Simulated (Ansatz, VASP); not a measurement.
# Two plane-wave programs on TiPt3

POSCAR

```
TiPt3
1.0
    3.8970000000      0.0000000000      0.0000000000
    0.0000000000      3.8970000000      0.0000000000
    0.0000000000      0.0000000000      3.8970000000
Ti Pt
1 3
Direct
    0.0000000000      0.0000000000      0.0000000000
    0.0000000000      0.5000000000      0.5000000000
    0.5000000000      0.0000000000      0.5000000000
    0.5000000000      0.5000000000      0.0000000000
```

Contents of INCAR.step1:

```
SYSTEM = TiPt3
  ALGO = Normal
  EDIFF = 1E-4
  ENCUT = 600
  GGA = PE
  ISMEAR = -1
  LASPH = .True.
  LCHARG = .False.
  LREAL = .False.
  LWAVE = .True.
  NELM = 100
  PREC = Accurate
  SIGMA = 0.1
```

The input INCAR.step2:

```
SYSTEM = TiPt3
  ALGO = Normal
  EDIFF = 1E-6
  EDIFFG = -0.01
  ENCUT = 600
  IBRION = 2
  ISIF = 3
  ISMEAR = -1
  ISTART = 1
  LASPH = .True.
  LCHARG = .False.
  LMIXTAU = .True.
  LREAL = .False.
  LWAVE = .False.
  METAGGA = R2SCAN
  NELM = 100
  NSW = 80
  PREC = Accurate
  SIGMA = 0.1
```

File KPOINTS:

```
k-points
0
Gamma
  8 8 8
  0 0 0
```

Input for Ansatz:

```yaml
crystal:
  lattice:
    - [3.897, 0.0, 0.0]
    - [0.0, 3.897, 0.0]
    - [0.0, 0.0, 3.897]
  atoms:
    - { symbol: Ti, position: [0.0, 0.0, 0.0] }
    - { symbol: Pt, position: [0.0, 0.5, 0.5] }
    - { symbol: Pt, position: [0.5, 0.0, 0.5] }
    - { symbol: Pt, position: [0.5, 0.5, 0.0] }
  symmetry: { tolerance: 0.0003 }
hamiltonian:
  xc: r2scan
  pseudopotentials: { kind: paw, azcp: { folder: soft_1 } }
basis:
  ecutwfc: 500
magnetization:
  spin_polarized: false
scf:
  occupations: { method: fermi_dirac, width: 0.1 }
kpoints:
  mp_grid: { grid: [8, 8, 8], shift: [0, 0, 0] }
output:
  forces: true
  stress: true
  eigenvalues: true
relax:
  max_steps: 60
  cell: {}
```

Alike in both runs: task relaxation of cell and atoms; functional r2SCAN; k mesh 8 × 8 × 8; occupations fermi-dirac, width 0.1 eV; no spin polarisation.

```csv
,VASP,Ansatz
version,VASP 6.6.1,Ansatz 0.2.0
potentials or method,"VASP PAW PBE potentials, release 64 (Ti_sv, Pt), cutoff 600 eV",PAW plane waves
valence electrons in the cell,42,66
```

Ansatz gave:

| Quantity | Value |
| --- | --- |
| gap on the k mesh at the Fermi level, each at its own relaxed structure (eV) | none |
| relaxed volume (Å³/atom) | 15.07 |
| relaxed cell length with the largest relative difference (Å) | 3.921 |

Question: Which values does VASP return?

Answer: gap on the k mesh at the Fermi level, each at its own relaxed structure (eV): none; relaxed volume (Å³/atom): 15.12; relaxed cell length with the largest relative difference (Å): 3.926.

VASP's potentials were made for PBE, not for r2SCAN. A gap of «none» marks a metal or a gap that the smearing closes. VASP's potentials hold 42 valence electrons a cell and Ansatz's 66, so a difference there can come from the potentials and not from the codes.

Spin-orbit coupling is off throughout.
